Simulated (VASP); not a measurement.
**TiCdTe3: single point with PBE**

TiCdTe3:

```
CELL_PARAMETERS angstrom
5.64000 0.00000 0.00000
0.00000 5.64000 0.00000
0.00000 0.00000 5.64000
ATOMIC_POSITIONS crystal
Cd 0.00000 0.00000 0.00000
Ti 0.50000 0.50000 0.50000
Te 0.50000 0.50000 0.00000
Te 0.50000 0.00000 0.50000
Te 0.00000 0.50000 0.50000
```

```yaml
Program: VASP 6.6.1
Task: single point
Functional: PBE
Potentials_or_basis: VASP PAW PBE potentials, release 64 (Cd, Ti_sv, Te)
Cutoff: 500 eV
k_mesh: 4 × 4 × 4
Occupations: gaussian, width 0.05 eV
Spin: no spin polarisation
Dipole_correction: no
Further_INCAR_settings: ALGO = Normal; EDIFF = 1e-06; NBANDS = 29
```

```yaml
Pressure: -4.1 GPa
Band_gap_on_the_k_mesh: zero (bands 21 and 22 overlap by 0.79 eV)
```

Levels at points of the mesh, in eV from the Fermi level:
| k point | band 18 | band 19 | band 20 | band 21 | band 22 | band 23 | band 24 | band 25 |
| --- | --- | --- | --- | --- | --- | --- | --- | --- |
| (0.00, 0.00, 0.00) | -0.50 | -0.50 | 0.03 | 0.03 | 0.03 | 0.10 | 0.10 | 0.10 |
| (0.50, 0.00, 0.00) | -1.80 | -0.86 | -0.06 | -0.06 | 0.11 | 0.69 | 0.83 | 1.20 |
| (0.50, 0.50, 0.00) | -1.66 | -1.42 | -1.42 | -0.28 | 0.75 | 1.08 | 1.26 | 1.26 |
| (0.50, 0.50, 0.50) | -2.41 | -1.40 | 0.76 | 0.76 | 0.76 | 1.07 | 1.07 | 1.07 |

Run time: 120 s on 1 thread of Intel Xeon 8259CL, with other jobs on the host, peak memory 0.28 GiB.

Caveat: the cell stands under tension; spin-orbit coupling is left out, which moves the levels of the heavy elements.
